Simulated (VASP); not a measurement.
# Te2Mo in VASP: single point with LDA

Aim: the single point of Te2Mo with LDA.

Program: VASP 6.6.1. These are calculated values, not measurements. Logs are shortened: lines on timing, memory, paths and dates and some standing lists are left out, and cuts for length are marked.

### 1 The cell of the first run

The cell holds a slab with vacuum, 3 atoms: a = 3.560 Å, b = 3.560 Å, c = 17.524 Å, α = 90.00°, β = 90.00°, γ = 120.00°.

### 2 Single point, LDA (atoms moved at random)

INCAR

```
SYSTEM = Te2Mo
PREC = Accurate
ENCUT = 520
EDIFF = 1E-6
ISMEAR = 0
SIGMA = 0.05
LREAL = .FALSE.
LASPH = .TRUE.
NELM = 80
ALGO = Normal
ISIF = 2
LWAVE = .FALSE.
LCHARG = .FALSE.
GGA = CA
NBANDS = 20
```

KPOINTS

```
Automatic mesh
0
G
  12 12 2
  0 0 0
```

POSCAR

```
Te2Mo
1.0
    3.5602328140      0.0000000000      0.0000000000
   -1.7801164070      3.0832520603      0.0000000000
    0.0000000000      0.0000000000     17.5240578200
Te Mo
2 1
Direct
    0.3221089277      0.6241354288      0.8920232255
    0.3518854459      0.7122058449      0.1055357749
   -0.0073277070     -0.0030079403      0.0024409997
```

Potentials or basis: VASP PAW LDA potentials, release 64 (Te, Mo_sv).

Command:

```console
$ cat potpaw_LDA.64/Te/POTCAR potpaw_LDA.64/Mo_sv/POTCAR > POTCAR
$ mpirun -np 1 vasp_std > vasp.out
```

OUTCAR:

```text
SYSTEM = Te2Mo
   PREC = Accurate
   ENCUT = 520
   EDIFF = 1E-6
   ISMEAR = 0
   LREAL = .FALSE.
   LASPH = .TRUE.
   NELM = 80
   ISIF = 2
   GGA = CA

 ion  position               nearest neighbor table
   1  0.322  0.624  0.892-   3 2.74   3 2.83   3 2.90
   2  0.352  0.712  0.106-   3 2.68   3 2.69   3 2.85
   3  0.993  0.997  0.002-   2 2.68   2 2.69   1 2.74   1 2.83   2 2.85   1 2.90

  LATTYP: Found a hexagonal cell.
 ALAT       =     3.5602328140
 C/A-ratio  =     4.9221662558

  Lattice vectors:

 A1 = (   3.5602328140,   0.0000000000,   0.0000000000)
 A2 = (  -1.7801164070,   3.0832520603,   0.0000000000)
 A3 = (   0.0000000000,   0.0000000000,  17.5240578200)

Analysis of symmetry for initial positions (statically):
=====================================================================
 Subroutine PRICEL returns:
 Original cell was already a primitive cell.

 Routine SETGRP: Setting up the symmetry group for a
 hexagonal supercell.

 Subroutine GETGRP returns: Found  1 space group operations
 (whereof  1 operations were pure point group operations)
 out of a pool of 24 trial point group operations.

The static configuration has the point symmetry C_1 .

Analysis of symmetry for dynamics (positions and initial velocities):
=====================================================================
 Subroutine PRICEL returns:
 Original cell was already a primitive cell.

 Routine SETGRP: Setting up the symmetry group for a
 hexagonal supercell.

 Subroutine GETGRP returns: Found  1 space group operations
 (whereof  1 operations were pure point group operations)
 out of a pool of 24 trial point group operations.

The dynamic configuration has the point symmetry C_1 .

 Subroutine INISYM returns: Found  1 space group operations
 (whereof  1 operations are pure point group operations),
 and found     1 'primitive' translations

----------------------------------------------------------------------------------------

                                     Primitive cell

  volume of cell :     192.3633

  direct lattice vectors                    reciprocal lattice vectors
     3.560232814  0.000000000  0.000000000     0.280880508  0.162166437  0.000000000
    -1.780116407  3.083252060  0.000000000     0.000000000  0.324332873  0.000000000
     0.000000000  0.000000000 17.524057820     0.000000000  0.000000000  0.057064409

  length of vectors
     3.560232814  3.560232814 17.524057820     0.324332873  0.324332873  0.057064409

  position of ions in fractional coordinates (direct lattice)
     0.322108928  0.624135429  0.892023225
     0.351885446  0.712205845  0.105535775
     0.992672293  0.996992060  0.002441000

  ion indices of the primitive-cell ions
   primitive index   ion index
                 1           1
                 2           2
                 3           3

----------------------------------------------------------------------------------------

 KPOINTS: Automatic mesh

Automatic generation of k-mesh.
 Grid dimensions read from file:
 generate k-points for:   12   12    2

 Generating k-lattice:

  Cartesian coordinates                     Fractional coordinates (reciprocal lattice)
     0.023406709  0.013513870  0.000000000     0.083333333  0.000000000  0.000000000
     0.000000000  0.027027739  0.000000000     0.000000000  0.083333333  0.000000000
     0.000000000  0.000000000  0.028532204     0.000000000  0.000000000  0.500000000

  Length of vectors
     0.027027739  0.027027739  0.028532204

  Shift w.r.t. Gamma in fractional coordinates (k-lattice)
     0.000000000  0.000000000  0.000000000

 Subroutine IBZKPT returns following result:
 ===========================================

 Found    148 irreducible k-points:

 Following reciprocal coordinates:
            Coordinates               Weight
  0.000000  0.000000  0.000000      1.000000
  0.083333  0.000000  0.000000      2.000000
  0.000000  0.083333  0.000000      2.000000
 -0.083333  0.083333  0.000000      2.000000
  0.166667  0.000000  0.000000      2.000000
  0.000000  0.166667  0.000000      2.000000
[... 16 lines left out ...]
  0.166667  0.083333  0.000000      2.000000
 -0.083333  0.250000  0.000000      2.000000
 [... further k-points ...]
   k-points           NKPTS =    148   k-points in BZ     NKDIM =    148   number of bands    NBANDS=     20
   number of dos      NEDOS =    301   number of ions     NIONS =      3
   total plane-waves  NPLWV = 109760
   dimension x,y,z NGX =    28 NGY =   28 NGZ =  140
   dimension x,y,z NGXF=    56 NGYF=   56 NGZF=  280
   ions per type =               2   1
   NGX,Y,Z   is equivalent  to a cutoff of  13.07, 13.07, 13.28 a.u.
   NGXF,Y,Z  is equivalent  to a cutoff of  26.15, 26.15, 26.56 a.u.
 SYSTEM =  Te2Mo
   PREC   = accura    normal or accurate (medium, high low for compatibility)
   ISTART =      0    job   : 0-new  1-cont  2-samecut
   ICHARG =      2    charge: 1-file 2-atom 10-const
   ISPIN  =      1    spin polarized calculation?
   LNONCOLLINEAR =      F non collinear calculations
   LSORBIT =      F    spin-orbit coupling
   LASPH  =      T    aspherical Exc in radial PAW
   ENCUT  =  520.0 eV  38.22 Ry    6.18 a.u.   6.62  6.62 32.58*2*pi/ulx,y,z
   NELM   =     80;   NELMIN=  2; NELMDL= -5     # of ELM steps
   EDIFF  = 0.1E-05   stopping-criterion for ELM
   LREAL  =      F    real-space projection
   EDIFFG = 0.1E-04   stopping-criterion for IOM
   NSW    =      0    number of steps for IOM
   IBRION =     -1    ionic relax: 0-MD 1-quasi-New 2-CG
   NFREE  =      0    steps in history (QN), initial steepest desc. (CG)
   ISIF   =      2    stress and relaxation
   ISYM   =      2    0-nonsym 1-usesym 2-fastsym
   POTIM  = 0.5000    time-step for ionic-motion
   TEBEG  =    0.0;   TEEND  =   0.0 temperature during run
   PSTRESS=    0.0 pullay stress
   NELECT =      26.0000    total number of electrons
   NUPDOWN=      -1.0000    fix difference up-down
   EMIN   =  10.00;   EMAX   =-10.00  energy-range for DOS
   EFERMI =   0.00;   METHOD = LEGACY
   ISMEAR =     0;   SIGMA  =   0.05  broadening in eV -4-tet -1-fermi 0-gaus
   EFERMI_NEDOS =   21; number of points for ismear=-14 and -15
   IALGO  =     38    algorithm
   IMIX   =      4    mixing-type and parameters
     AMIX     =   0.40;   BMIX     =  1.00
     AMIX_MAG =   1.60;   BMIX_MAG =  1.00
  volume/ion in A,a.u.               =      64.12       432.71
  Fermi-wavevector in a.u.,A,eV,Ry     =   0.840153  1.587660  9.603777  0.705858
  Thomas-Fermi vector in A             =   1.954489
   LORBIT       =      0    0 simple, 1 ext, 2 COOP (PROOUT), +10 PAW based schemes
   GGA     = CA    functional components
   LHFCALC =     F    Hartree Fock is set to
   AEXX    =    0.0000 exact exchange contribution
   IVDW    =     0    specifies the selected vdW correction
   LEPSILON=     F    determine dielectric tensor
   LRPA    =     F    only Hartree local field effects (RPA)
 non-spin polarized calculation
 Gauss-broadening in eV      SIGMA  =   0.05
  energy-cutoff  :      520.00
  volume of cell :      192.36
 maximum number of plane-waves:      5262
   NGX = 13   NGY = 13   NGZ = 65

 number of electron      26.0000000 magnetization

 Free energy of the ion-electron system (eV)
  ---------------------------------------------------
  ext. energy  EPLUGINS =         0.00000000
  ---------------------------------------------------
  free energy    TOTEN  =       -20.13810364 eV

  energy without entropy =      -20.13810364  energy(sigma->0) =      -20.13810364

 E-fermi :   0.3069     XC(G=0):  -4.8917

 val. band max:       -0.0177099507   @ k =   0.3333   0.3333   0.5000
 cond. band min:       1.0375392529   @ k =  -0.1667   0.3333   0.0000
 fundamental gap:      1.0552492036
 Fermi energy:         0.3069065280

 k-point     1 :       0.0000    0.0000    0.0000
  band No.  band energies     occupation
      1     -60.4221      2.00000
      2     -34.7545      2.00000
      3     -34.6221      2.00000
      4     -34.6165      2.00000
      5     -12.4576      2.00000
      6     -11.6705      2.00000
[... 12 lines left out ...]
     19       4.7319      0.00000
     20       5.5133      0.00000

 k-point     2 :       0.0833    0.0000    0.0000
  band No.  band energies     occupation
      1     -60.4216      2.00000
      2     -34.7529      2.00000
      3     -34.6296      2.00000
      4     -34.6183      2.00000
      5     -12.3656      2.00000
      6     -11.6045      2.00000
[... 12 lines left out ...]
     19       4.8522      0.00000
     20       5.6991      0.00000

 k-point     3 :       0.0000    0.0833    0.0000
  band No.  band energies     occupation
      1     -60.4216      2.00000
      2     -34.7529      2.00000
      3     -34.6267      2.00000
      4     -34.6211      2.00000
      5     -12.3662      2.00000
      6     -11.6034      2.00000
[... 12 lines left out ...]
     19       4.8466      0.00000
     20       5.6954      0.00000

 k-point     4 :      -0.0833    0.0833    0.0000
  band No.  band energies     occupation
      1     -60.4216      2.00000
      2     -34.7529      2.00000
      3     -34.6268      2.00000
      4     -34.6210      2.00000
      5     -12.3663      2.00000
      6     -11.6035      2.00000
[... 12 lines left out ...]
     19       4.8507      0.00000
     20       5.6988      0.00000

 k-point     5 :       0.1667    0.0000    0.0000
  band No.  band energies     occupation
      1     -60.4201      2.00000
      2     -34.7485      2.00000
      3     -34.6502      2.00000
      4     -34.6232      2.00000
      5     -12.0983      2.00000
      6     -11.4131      2.00000
[... 12 lines left out ...]
     19       5.1832      0.00000
     20       6.0254      0.00000
[... 353 lines left out ...]
      6     -11.4717      2.00000
[... 12 lines left out ...]
     19       5.0687      0.00000
     20       5.9428      0.00000

 k-point    22 :      -0.1667    0.0833    0.0000
  band No.  band energies     occupation
      1     -60.4206      2.00000
      2     -34.7499      2.00000
      3     -34.6423      2.00000
      4     -34.6229      2.00000
      5     -12.1866      2.00000
      6     -11.4748      2.00000
[... 12 lines left out ...]
     19       5.0795      0.00000
     20       5.9484      0.00000

 k-point    23 :       0.1667    0.0833    0.0000
  band No.  band energies     occupation
      1     -60.4188      2.00000
      2     -34.7449      2.00000
      3     -34.6658      2.00000
      4     -34.6291      2.00000
      5     -11.8454      2.00000
      6     -11.2312      2.00000
[... 12 lines left out ...]
     19       5.4964      0.00000
     20       6.3252      0.00000

 k-point    24 :      -0.0833    0.2500    0.0000
  band No.  band energies     occupation
      1     -60.4188      2.00000
      2     -34.7452      2.00000
      3     -34.6603      2.00000
      4     -34.6340      2.00000
      5     -11.8501      2.00000
      6     -11.2236      2.00000
[... 12 lines left out ...]
     19       5.4810      0.00000
     20       6.3151      0.00000

 [... further k-points ...]
[... 5 lines left out ...]
  --------------------------------------------------------------------------------------
  -------------------------------------------------------------------------------------
  Total       -3.1268826     -3.6880928     -4.4133343      0.0785488     -2.4338930      0.3095968
  in kB      -26.0435422    -30.7178150    -36.7582902      0.6542266    -20.2716899      2.5786061
  external PRESSURE =     -31.1732158 kB  Pullay stress =       0.0000000 kB

 VOLUME and BASIS-vectors are now :
 -----------------------------------------------------------------------------
  energy-cutoff  :      520.00
  volume of cell :      192.36
      direct lattice vectors                 reciprocal lattice vectors
     3.560232814  0.000000000  0.000000000     0.280880508  0.162166437  0.000000000
    -1.780116407  3.083252060  0.000000000     0.000000000  0.324332873  0.000000000
     0.000000000  0.000000000 17.524057820     0.000000000  0.000000000  0.057064409

 POSITION                                       TOTAL-FORCE (eV/Angst)
 -----------------------------------------------------------------------------------
      0.03575      1.92437     15.63187        -0.213025      0.543674      1.703228
     -0.01502      2.19591      1.84942        -0.056790     -0.765113     -0.611991
      1.75938      3.07398      0.04278         0.269816      0.221439     -1.091238
 -----------------------------------------------------------------------------------
    total drift:                               -0.000220     -0.000084      0.000267

  FREE ENERGIE OF THE ION-ELECTRON SYSTEM (eV)
  ---------------------------------------------------
  free  energy   TOTEN  =       -20.1381036373 eV

  energy  without entropy=      -20.1381036373  energy(sigma->0) =      -20.13810364
```

Run time: 8.7 min. Hardware: 1 thread of Intel Xeon Platinum 8488C (Sapphire Rapids), shared host; peak memory 0.67 GiB.

What came out:

```
Free energy            : -20.1381 eV
Largest force          : 1.801 eV/Å
Band gap on the k mesh : 1.06 eV (least direct gap 1.11 eV)
```

Forces on the atoms (eV/Å):
```
Te  -0.213  0.544  1.703
Te  -0.057 -0.765 -0.612
Mo   0.270  0.221 -1.091
```

Levels at points of the mesh, in eV from the valence-band top:
| k point | band 10 | band 11 | band 12 | band 13 | band 14 | band 15 | band 16 | band 17 |
| --- | --- | --- | --- | --- | --- | --- | --- | --- |
| (0.00, 0.00, 0.00) | -1.38 | -0.85 | -0.74 | -0.43 | 2.73 | 2.90 | 3.13 | 3.34 |
| (0.50, 0.00, 0.00) | -2.10 | -1.78 | -0.73 | -0.18 | 1.36 | 1.63 | 3.03 | 3.25 |
| (0.00, 0.50, 0.00) | -2.19 | -1.77 | -0.61 | -0.18 | 1.38 | 1.66 | 2.96 | 3.43 |
| (0.50, 0.50, 0.00) | -2.15 | -1.70 | -0.70 | -0.20 | 1.38 | 1.64 | 2.83 | 3.34 |
| (0.00, 0.00, 0.50) | -1.38 | -0.85 | -0.74 | -0.43 | 2.73 | 2.90 | 3.13 | 3.34 |
| (0.50, 0.00, 0.50) | -2.10 | -1.78 | -0.73 | -0.18 | 1.36 | 1.63 | 3.03 | 3.25 |
| (0.00, 0.50, 0.50) | -2.19 | -1.77 | -0.61 | -0.18 | 1.38 | 1.66 | 2.96 | 3.43 |
| (0.50, 0.50, 0.50) | -2.15 | -1.70 | -0.70 | -0.20 | 1.38 | 1.64 | 2.83 | 3.34 |

Caveat: the cell differs from its parent crystal (atoms moved at random); spin-orbit coupling is left out, which moves the levels of the heavy elements.
